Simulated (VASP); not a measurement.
# Ca2H5 (P2/m) in VASP: a series of runs

Ca2H5 is run at these levels: PBE; tasks: single point, relaxation of cell and atoms.

Everything below comes from runs of VASP 6.6.1. Logs are shortened: lines on timing, memory, paths and dates and some standing lists are left out, and cuts for length are marked.

### Step 1. The cell of the first run

The structure is monoclinic, space group P2/m (No. 10). Conventional cell: a = 3.969 Å, b = 3.991 Å, c = 7.002 Å, α = 90.00°, β = 105.57°, γ = 90.00°. Ca (site symmetry m) has 6 H at 1.97 to 2.28 Å within 2.6 Å. Within 2.6 Å of H (site symmetry m) lie 2 Ca at 2.00 Å. H (site symmetry m) has 3 Ca at 2.04 to 2.28 Å and 2 H at 2.64 to 2.65 Å within 2.7 Å. Within 2.6 Å of H (site symmetry 2/m) lie 2 Ca at 1.97 Å.

The cell was generated, and may not be a known phase.

### Step 2. Single point, PBE

Contents of INCAR:

```
SYSTEM = Ca2H5
ALGO = Normal
EDIFF = 1E-6
ENCUT = 520
GGA = PE
ISIF = 2
ISMEAR = 0
LASPH = .TRUE.
LCHARG = .FALSE.
LREAL = .FALSE.
LWAVE = .FALSE.
NBANDS = 22
NELM = 100
PREC = Accurate
SIGMA = 0.1
```

Contents of KPOINTS:

```
k-points
0
G
  4 4 4
  0 0 0
```

Contents of POSCAR:

```
Ca2H5
1.0
    3.9686520900      0.0000000000      0.0000000000
    0.0000000000      3.9906656000      0.0000000000
   -1.8791934400      0.0000000000      6.7452267000
Ca H
2 5
Direct
    0.1495307200      0.0000000000      0.7913145300
    0.8504692800      0.0000000000      0.2086854700
    0.1621242900      0.5000000000      0.7983292900
    0.8378757100      0.5000000000      0.2016707100
    0.6897605800      0.0000000000      0.8706212600
    0.3102394200      0.0000000000      0.1293787400
    0.0000000000      0.0000000000      0.5000000000
```

Potentials or basis: VASP PAW PBE potentials, release 64 (Ca_sv, H).

Launch:

```sh
cat potpaw_PBE.64/Ca_sv/POTCAR potpaw_PBE.64/H/POTCAR > POTCAR
mpirun -np 1 vasp_std > vasp.out
```

OUTCAR:

```text
SYSTEM = Ca2H5
   EDIFF = 1E-6
   ENCUT = 520
   GGA = PE
   ISIF = 2
   ISMEAR = 0
   LASPH = .TRUE.
   LREAL = .FALSE.
   NELM = 100
   PREC = Accurate

 ion  position               nearest neighbor table
   1  0.150  0.000  0.791-   7 1.97   3 2.00   3 2.00
   2  0.850  0.000  0.209-   7 1.97   4 2.00   4 2.00
   3  0.162  0.500  0.798-   1 2.00   1 2.00
   4  0.838  0.500  0.202-   2 2.00   2 2.00
   5  0.690  0.000  0.871-
   6  0.310  0.000  0.129-
   7  0.000  0.000  0.500-   1 1.97   2 1.97

  LATTYP: Found a simple monoclinic cell.
 ALAT       =     3.9686520900
 B/A-ratio  =     1.0055468480
 C/A-ratio  =     1.7643530306
 COS(beta)  =    -0.2683755649

  Lattice vectors:

 A1 = (   3.9686520900,   0.0000000000,   0.0000000000)
 A2 = (   0.0000000000,   3.9906656000,   0.0000000000)
 A3 = (  -1.8791934400,   0.0000000000,   6.7452267000)

Analysis of symmetry for initial positions (statically):
=====================================================================
 Subroutine PRICEL returns:
 Original cell was already a primitive cell.

 Routine SETGRP: Setting up the symmetry group for a
 simple monoclinic supercell.

 Subroutine GETGRP returns: Found  4 space group operations
 (whereof  4 operations were pure point group operations)
 out of a pool of  4 trial point group operations.

The static configuration has the point symmetry C_2h.

Analysis of symmetry for dynamics (positions and initial velocities):
=====================================================================
 Subroutine PRICEL returns:
 Original cell was already a primitive cell.

 Routine SETGRP: Setting up the symmetry group for a
 simple monoclinic supercell.

 Subroutine GETGRP returns: Found  4 space group operations
 (whereof  4 operations were pure point group operations)
 out of a pool of  4 trial point group operations.

The dynamic configuration has the point symmetry C_2h.

 Subroutine INISYM returns: Found  4 space group operations
 (whereof  4 operations are pure point group operations),
 and found     1 'primitive' translations

----------------------------------------------------------------------------------------

                                     Primitive cell

  volume of cell :     106.8280

  direct lattice vectors                    reciprocal lattice vectors
     3.968652090  0.000000000  0.000000000     0.251974720  0.000000000  0.070199159
     0.000000000  3.990665600  0.000000000     0.000000000  0.250584765  0.000000000
    -1.879193440  0.000000000  6.745226700     0.000000000  0.000000000  0.148252986

  length of vectors
     3.968652090  3.990665600  7.002103343     0.261570605  0.250584765  0.148252986

  position of ions in fractional coordinates (direct lattice)
     0.149530720  0.000000000  0.791314530
     0.850469280  0.000000000  0.208685470
     0.162124290  0.500000000  0.798329290
     0.837875710  0.500000000  0.201670710
     0.689760580  0.000000000  0.870621260
     0.310239420  0.000000000  0.129378740
     1.000000000  0.000000000  0.500000000

  ion indices of the primitive-cell ions
   primitive index   ion index
                 1           1
                 2           2
                 3           3
                 4           4
                 5           5
                 6           6
                 7           7

----------------------------------------------------------------------------------------

 KPOINTS: k-points

Automatic generation of k-mesh.
 Grid dimensions read from file:
 generate k-points for:    4    4    4

 Generating k-lattice:

  Cartesian coordinates                     Fractional coordinates (reciprocal lattice)
     0.062993680  0.000000000  0.017549790     0.250000000  0.000000000 -0.000000000
     0.000000000  0.062646191  0.000000000     0.000000000  0.250000000  0.000000000
     0.000000000  0.000000000  0.037063247     0.000000000  0.000000000  0.250000000

  Length of vectors
     0.065392651  0.062646191  0.037063247

  Shift w.r.t. Gamma in fractional coordinates (k-lattice)
     0.000000000  0.000000000  0.000000000

 Subroutine IBZKPT returns following result:
 ===========================================

 Found     30 irreducible k-points:

 Following reciprocal coordinates:
            Coordinates               Weight
  0.000000  0.000000  0.000000      1.000000
  0.250000  0.000000 -0.000000      2.000000
  0.500000  0.000000 -0.000000      1.000000
  0.000000  0.250000  0.000000      2.000000
  0.250000  0.250000 -0.000000      4.000000
  0.500000  0.250000 -0.000000      2.000000
[... 16 lines left out ...]
  0.250000  0.000000  0.500000      2.000000
  0.500000  0.000000  0.500000      1.000000
 [... further k-points ...]
   k-points           NKPTS =     30   k-points in BZ     NKDIM =     30   number of bands    NBANDS=     22
   number of dos      NEDOS =    301   number of ions     NIONS =      7
   total plane-waves  NPLWV =  48600
   dimension x,y,z NGX =    30 NGY =   30 NGZ =   54
   dimension x,y,z NGXF=    60 NGYF=   60 NGZF=  108
   ions per type =               2   5
   NGX,Y,Z   is equivalent  to a cutoff of  12.57, 12.50, 12.82 a.u.
   NGXF,Y,Z  is equivalent  to a cutoff of  25.13, 25.00, 25.64 a.u.
 SYSTEM =  Ca2H5
   PREC   = accura    normal or accurate (medium, high low for compatibility)
   ISTART =      0    job   : 0-new  1-cont  2-samecut
   ICHARG =      2    charge: 1-file 2-atom 10-const
   ISPIN  =      1    spin polarized calculation?
   LNONCOLLINEAR =      F non collinear calculations
   LSORBIT =      F    spin-orbit coupling
   LASPH  =      T    aspherical Exc in radial PAW
   ENCUT  =  520.0 eV  38.22 Ry    6.18 a.u.   7.38  7.42 13.02*2*pi/ulx,y,z
   NELM   =    100;   NELMIN=  2; NELMDL= -5     # of ELM steps
   EDIFF  = 0.1E-05   stopping-criterion for ELM
   LREAL  =      F    real-space projection
[... 7 lines left out ...]
   TEBEG  =    0.0;   TEEND  =   0.0 temperature during run
   PSTRESS=    0.0 pullay stress
   NELECT =      25.0000    total number of electrons
   NUPDOWN=      -1.0000    fix difference up-down
   EMIN   =  10.00;   EMAX   =-10.00  energy-range for DOS
   EFERMI =   0.00;   METHOD = LEGACY
   ISMEAR =     0;   SIGMA  =   0.10  broadening in eV -4-tet -1-fermi 0-gaus
   EFERMI_NEDOS =   21; number of points for ismear=-14 and -15
   IALGO  =     38    algorithm
   IMIX   =      4    mixing-type and parameters
     AMIX     =   0.40;   BMIX     =  1.00
     AMIX_MAG =   1.60;   BMIX_MAG =  1.00
  volume/ion in A,a.u.               =      15.26       102.99
  Fermi-wavevector in a.u.,A,eV,Ry     =   1.008850  1.906450 13.847710  1.017778
  Thomas-Fermi vector in A             =   2.141742
   LORBIT       =      0    0 simple, 1 ext, 2 COOP (PROOUT), +10 PAW based schemes
   GGA     = PE    functional components
   LHFCALC =     F    Hartree Fock is set to
   AEXX    =    0.0000 exact exchange contribution
   IVDW    =     0    specifies the selected vdW correction
   LEPSILON=     F    determine dielectric tensor
   LRPA    =     F    only Hartree local field effects (RPA)
 non-spin polarized calculation
 Gauss-broadening in eV      SIGMA  =   0.10
  energy-cutoff  :      520.00
  volume of cell :      106.83
 maximum number of plane-waves:      2913
 NGX is ok and might be reduce to    30
   NGX = 15   NGY = 15   NGZ = 27

 number of electron      24.9999998 magnetization

 Free energy of the ion-electron system (eV)
  ---------------------------------------------------
  ext. energy  EPLUGINS =         0.00000000
  ---------------------------------------------------
  free energy    TOTEN  =       -19.48761349 eV

  energy without entropy =      -19.46425621  energy(sigma->0) =      -19.47593485

 E-fermi :  -1.8722     XC(G=0):  -7.2512

 val. band max:       -1.9075831484   @ k =   0.2500   0.2500   0.2500
 cond. band min:      -1.8625391533   @ k =   0.5000   0.2500   0.2500
 fundamental gap:      0.0450439951
 Fermi energy:        -1.8721979034

 k-point     1 :       0.0000    0.0000    0.0000
  band No.  band energies     occupation
      1     -39.5876      2.00000
      2     -39.5565      2.00000
      3     -20.8160      2.00000
      4     -20.6551      2.00000
      5     -20.6428      2.00000
      6     -20.6244      2.00000
[... 14 lines left out ...]
     21       6.0405      0.00000
     22       7.3888      0.00000

 k-point     2 :       0.2500    0.0000   -0.0000
  band No.  band energies     occupation
      1     -39.5801      2.00000
      2     -39.5579      2.00000
      3     -20.8057      2.00000
      4     -20.7145      2.00000
      5     -20.6476      2.00000
      6     -20.6256      2.00000
[... 14 lines left out ...]
     21       6.2502      0.00000
     22       6.8984      0.00000

 k-point     3 :       0.5000    0.0000   -0.0000
  band No.  band energies     occupation
      1     -39.5684      2.00000
      2     -39.5636      2.00000
      3     -20.8110      2.00000
      4     -20.7797      2.00000
      5     -20.6356      2.00000
      6     -20.6314      2.00000
[... 14 lines left out ...]
     21       5.9466      0.00000
     22       6.5554      0.00000

 k-point     4 :       0.0000    0.2500    0.0000
  band No.  band energies     occupation
      1     -39.5842      2.00000
      2     -39.5533      2.00000
      3     -20.8115      2.00000
      4     -20.7290      2.00000
      5     -20.6939      2.00000
      6     -20.6395      2.00000
[... 14 lines left out ...]
     21       5.6750      0.00000
     22       6.1983      0.00000

 k-point     5 :       0.2500    0.2500   -0.0000
  band No.  band energies     occupation
      1     -39.5768      2.00000
      2     -39.5547      2.00000
      3     -20.8013      2.00000
      4     -20.7204      2.00000
      5     -20.7105      2.00000
      6     -20.6952      2.00000
[... 417 lines left out ...]
 k-point    22 :       0.0000    0.0000    0.5000
  band No.  band energies     occupation
      1     -39.5835      2.00000
      2     -39.5606      2.00000
      3     -20.7364      2.00000
      4     -20.6514      2.00000
      5     -20.6460      2.00000
      6     -20.6281      2.00000
[... 14 lines left out ...]
     21       6.4267      0.00000
     22       6.7022      0.00000

 k-point    23 :       0.2500    0.0000    0.5000
  band No.  band energies     occupation
      1     -39.5772      2.00000
      2     -39.5608      2.00000
      3     -20.7624      2.00000
      4     -20.7298      2.00000
      5     -20.6450      2.00000
      6     -20.6283      2.00000
[... 14 lines left out ...]
     21       6.0857      0.00000
     22       7.1014      0.00000

 k-point    24 :       0.5000    0.0000    0.5000
  band No.  band energies     occupation
      1     -39.5676      2.00000
      2     -39.5644      2.00000
      3     -20.8041      2.00000
      4     -20.7887      2.00000
      5     -20.6350      2.00000
      6     -20.6322      2.00000
[... 14 lines left out ...]
     21       5.9190      0.00000
     22       6.6473      0.00000

 [... further k-points ...]
[... 5 lines left out ...]
  --------------------------------------------------------------------------------------
  -------------------------------------------------------------------------------------
  Total        5.2244643      5.9012875      5.1749599      0.0000000      0.0000000     -0.0449128
  in kB       78.3551299     88.5059435     77.6126760      0.0000000      0.0000000     -0.6735895
  external PRESSURE =      81.4912498 kB  Pullay stress =       0.0000000 kB

 VOLUME and BASIS-vectors are now :
 -----------------------------------------------------------------------------
  energy-cutoff  :      520.00
  volume of cell :      106.83
      direct lattice vectors                 reciprocal lattice vectors
     3.968652090  0.000000000  0.000000000     0.251974720  0.000000000  0.070199159
     0.000000000  3.990665600  0.000000000     0.000000000  0.250584765  0.000000000
    -1.879193440  0.000000000  6.745226700     0.000000000  0.000000000  0.148252986

 POSITION                                       TOTAL-FORCE (eV/Angst)
 -----------------------------------------------------------------------------------
     -0.89360      0.00000      5.33760         0.107449      0.000000      0.386506
      2.98306      0.00000      1.40763        -0.107449      0.000000     -0.386506
     -0.85680      1.99533      5.38491         0.017562      0.000000      0.111341
      2.94626      1.99533      1.36031        -0.017562     -0.000000     -0.111341
      1.10135      0.00000      5.87254        -0.078002      0.000000      0.309869
      0.98810      0.00000      0.87269         0.078002      0.000000     -0.309869
     -0.93960      0.00000      3.37261         0.000000      0.000000      0.000000
 -----------------------------------------------------------------------------------
    total drift:                               -0.000000      0.000000      0.000000

  FREE ENERGIE OF THE ION-ELECTRON SYSTEM (eV)
  ---------------------------------------------------
  free  energy   TOTEN  =       -19.4876134880 eV

  energy  without entropy=      -19.4642562132  energy(sigma->0) =      -19.47593485
```

It took 2.7 min on 1 thread of Intel Xeon 8259CL, shared host; peak memory 0.24 GiB.

What came out:

```
Free energy            : -19.4876 eV
Pressure               : 8.1 GPa
Largest force          : 0.401 eV/Å
Band gap on the k mesh : zero (an odd number of electrons rules out a gap without spin polarisation)
```

Forces in eV/Å, atoms in the order of the input:
```
Ca   0.107  0.000  0.387
Ca  -0.107  0.000 -0.387
H    0.018  0.000  0.111
H   -0.018  0.000 -0.111
H   -0.078  0.000  0.310
H    0.078  0.000 -0.310
H    0.000  0.000  0.000
```

Stress tensor (GPa, compression positive):
```
 7.84  0.00 -0.07
 0.00  8.85  0.00
-0.07  0.00  7.76
```

Caveat: the k points lie up to 0.41 Å⁻¹ apart, too coarse for converged energies and pressures of a metal.

### Step 3. Relaxation of cell and atoms, PBE

Contents of INCAR:

```
SYSTEM = Ca2H5
  ALGO = Normal
  EDIFF = 1E-7
  EDIFFG = -0.04
  ENCUT = 600
  GGA = PE
  IBRION = 2
  ISIF = 3
  ISMEAR = 0
  LASPH = .TRUE.
  LCHARG = .FALSE.
  LREAL = .FALSE.
  LWAVE = .FALSE.
  NELM = 80
  NSW = 90
  PREC = Accurate
  SIGMA = 0.1
```

KPOINTS is that of step 2.

POSCAR is that of step 2.

Potentials or basis: VASP PAW PBE potentials, release 64 (Ca_sv, H).

Launch:

```sh
cat potpaw_PBE.64/Ca_sv/POTCAR potpaw_PBE.64/H/POTCAR > POTCAR
mpirun -np 1 vasp_std > vasp.out
```

Wall time 11 min (1 thread of Intel Xeon 8259CL, shared host); peak memory 0.27 GiB.

Results (log left out):

| Property | Result |
| --- | --- |
| Free energy | -20.2229 eV |
| Relaxed volume | 19.82 Å³/atom |
| Relaxed cell | a = 4.288 Å, b = 4.407 Å, c = 7.631 Å, α = 90.00°, β = 105.85°, γ = 90.00° |
| Space group after relaxing (to 0.1 Å) | P2/m (No. 10) |
| Energy gained by relaxing | 104.7 meV/atom |
| Ionic steps | 11 |
| Pressure after relaxing | 0.0 GPa |
| Largest force after relaxing | 0.026 eV/Å |
| Band gap on the k mesh | zero (an odd number of electrons rules out a gap without spin polarisation) |

Forces on the atoms (eV/Å):
```
Ca  -0.015  0.000 -0.021
Ca   0.015  0.000  0.021
H    0.014  0.000 -0.006
H   -0.014  0.000  0.006
H    0.005  0.000  0.006
H   -0.005  0.000 -0.006
H    0.000  0.000  0.000
```

Stress tensor (GPa, compression positive):
```
-0.12  0.00 -0.01
 0.00  0.03  0.00
-0.01  0.00 -0.04
```

The path:
```tsv
step	energy change (eV)	largest force (eV/Å)	pressure (GPa)	volume (Å³)
1	0.0000	0.4002	8.22	106.83
2	-0.4839	0.2657	3.82	119.40
3	-0.6928	0.2448	0.52	134.47
4	-0.7009	0.2430	-0.04	138.00
5	-0.7011	0.2427	-0.14	138.68
6	-0.7118	0.1998	-0.11	138.59
7	-0.7221	0.0728	0.06	138.32
8	-0.7225	0.0936	0.02	138.37
9	-0.7258	0.0688	0.01	138.46
10	-0.7301	0.0840	0.00	138.69
11	-0.7326	0.0261	-0.04	138.75
```

Final structure:
```yaml
crystal:
  lattice:
    - [4.28816, 0.00000, -0.01582]
    - [0.00000, 4.40749, 0.00000]
    - [-2.05668, 0.00000, 7.34899]
  atoms:
    - { symbol: Ca, position: [0.15492, 0.00000, 0.79964] }
    - { symbol: Ca, position: [0.84508, 0.00000, 0.20036] }
    - { symbol: H, position: [0.16642, 0.50000, 0.80211] }
    - { symbol: H, position: [0.83358, 0.50000, 0.19789] }
    - { symbol: H, position: [0.69878, 0.00000, 0.89089] }
    - { symbol: H, position: [0.30122, 0.00000, 0.10911] }
    - { symbol: H, position: [0.00000, 0.00000, 0.50000] }
```

Levels at points of the mesh, in eV from the Fermi level:
```
           k point  band 9  band 10  band 11  band 12  band 13  band 14  band 15  band 16
(0.00, 0.00, 0.00)   -2.83    -1.15    -0.55    -0.39    -0.13     5.19     5.49     5.71
(0.50, 0.00, 0.00)   -1.56    -1.30    -0.41    -0.31    -0.10     4.02     5.54     5.73
(0.00, 0.50, 0.00)   -1.98    -0.68    -0.30    -0.22     0.14     4.04     5.64     5.87
(0.50, 0.50, 0.00)   -0.75    -0.43    -0.03     0.01     0.02     4.07     4.12     4.75
(0.00, 0.00, 0.50)   -2.60    -1.62    -0.47    -0.44    -0.01     5.32     5.75     5.91
(0.50, 0.00, 0.50)   -1.61    -1.23    -0.40    -0.33    -0.13     4.02     5.55     5.72
(0.00, 0.50, 0.50)   -1.76    -0.61    -0.57    -0.28    -0.04     4.88     5.07     5.46
(0.50, 0.50, 0.50)   -0.73    -0.47    -0.09     0.03     0.08     4.01     4.09     4.74
```

Caveat: the k points lie up to 0.38 Å⁻¹ apart in the final cell, too coarse for converged energies and pressures of a metal; the volume moved by over 15 % at a fixed basis, so the end points are rough.

The gap in the log of VASP goes by the Fermi energy; the results here count the filled bands.